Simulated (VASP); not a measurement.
Write the native input for VASP 6.6.1 that does the following.

* Task: single point
* Functional: PBE
* Potentials or basis: VASP PAW PBE potentials, release 64 (V_sv)
* Cutoff: 520 eV
* k mesh: 9 × 5 × 9
* Occupations: fermi-dirac, width 0.05 eV
* Spin: collinear spin, ferrimagnetic start
* Starting moments: [2.0, -1.0] μB
* Hubbard terms: V d U = 6.0 eV
* Dipole correction: no
* Further INCAR settings: ALGO = Fast; EDIFF = 1e-07; NBANDS = 24

The structure of V lies in POSCAR:

```
V
1.0
    0.0000000000      0.0000000000      3.0287000000
    3.0287000000     -3.0287000000      0.0000000000
    1.5143500000      1.5143500000     -1.5143500000
V
2
Direct
    0.0000000000      0.0000000000      0.0000000000
    0.5000000000      0.5000000000      0.0000000000
```

These files were run (other wordings do the same):

INCAR

```
SYSTEM = V
PREC = Accurate ; ENCUT = 520
EDIFF = 1E-7 ; ISMEAR = -1
SIGMA = 0.05 ; LREAL = .FALSE.
LASPH = .TRUE. ; NELM = 150
ALGO = Fast ; ISIF = 2
LWAVE = .FALSE. ; LCHARG = .TRUE.
ISPIN = 2 ; MAGMOM = 2 -1
LORBIT = 11 ; LMAXMIX = 4
LDAU = .TRUE. ; LDAUTYPE = 2
LDAUL = 2 ; LDAUU = 6
LDAUJ = 0 ; LDAUPRINT = 1
GGA = PE ; LELF = .TRUE.
LVHAR = .TRUE. ; NBANDS = 24
```

KPOINTS

```
regular mesh
0
G
  9 5 9
  0 0 0
```

Potentials or basis: VASP PAW PBE potentials, release 64 (V_sv).

The run is started by

```sh
$ cat potpaw_PBE.64/V_sv/POTCAR > POTCAR
$ mpirun -np 1 vasp_std > vasp.out
```

It gave:

* Pressure: 43.6 GPa
* Band gap on the k mesh: zero (filled and empty bands overlap)
* Net moment: 0.00 μB per cell
* Site moments: V +2.51, -2.51 μB
* Valence electrons inside the program's atomic spheres: V 11.64

Caveat: the cell stands under pressure; the U is typed as a test and isn't derived for this compound.

Run time: 2.1 min on 1 thread of Intel(R) Xeon(R) Platinum 8259CL CPU @ 2.50GHz (Skylake/Cascade Lake) (shared host), peak memory 0.19 GiB.
